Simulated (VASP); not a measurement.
**Cu: single point with PBEsol**

The system is Cu, a wire with vacuum.

```
Cu
1.0
    11.00000    0.00000    0.00000
     0.00000    9.30000    0.00000
     0.00000    0.00000    2.40378
Cu
2
Direct
  0.40723 0.50000 0.00000
  0.59277 0.50000 0.50000
```

```yaml
Program: VASP 6.6.1
Task: single point
Functional: PBEsol
Potentials_or_basis: VASP PAW PBE potentials, release 64 (Cu)
Cutoff: 520 eV
k_mesh: 1 × 1 × 27
Occupations: gaussian, width 0.05 eV
Spin: collinear spin
Starting_moments: "[0.5, 0.5] μB"
Dipole_correction: no
Further_INCAR_settings: ALGO = Normal; EDIFF = 1e-06; NBANDS = 22
```

```yaml
Largest_force: 0.184 eV/Å
Band_gap_on_the_k_mesh: zero (filled and empty bands overlap)
Net_moment: 0.00 μB per cell
Valence_electrons_inside_the_program's_atomic_spheres: Cu 9.92
```

Forces in eV/Å, atoms in the order of the input:
```
Cu   0.184  0.000  0.000
Cu  -0.184  0.000  0.000
```

Levels at points of the mesh, in eV from the Fermi level:
Spin up:
| k point | band 8 | band 9 | band 10 | band 11 | band 12 | band 13 | band 14 | band 15 |
| --- | --- | --- | --- | --- | --- | --- | --- | --- |
| (0.00, 0.00, 0.00) | -1.24 | -0.98 | -0.81 | -0.64 | -0.35 | 1.64 | 2.33 | 4.38 |
Spin down:
| k point | band 7 | band 8 | band 9 | band 10 | band 11 | band 12 | band 13 | band 14 | band 15 | band 16 |
| --- | --- | --- | --- | --- | --- | --- | --- | --- | --- | --- |
| (0.00, 0.00, 0.00) | -1.31 | -1.24 | -0.98 | -0.81 | -0.64 | -0.35 | 1.64 | 2.33 | 4.38 | 4.53 |

It took 9.2 min on 1 thread of Intel Xeon 8259CL, on a shared host, peak memory 0.44 GiB.

Caveat: the PAW data sets were made with another functional, which shifts forces and pressure a little.
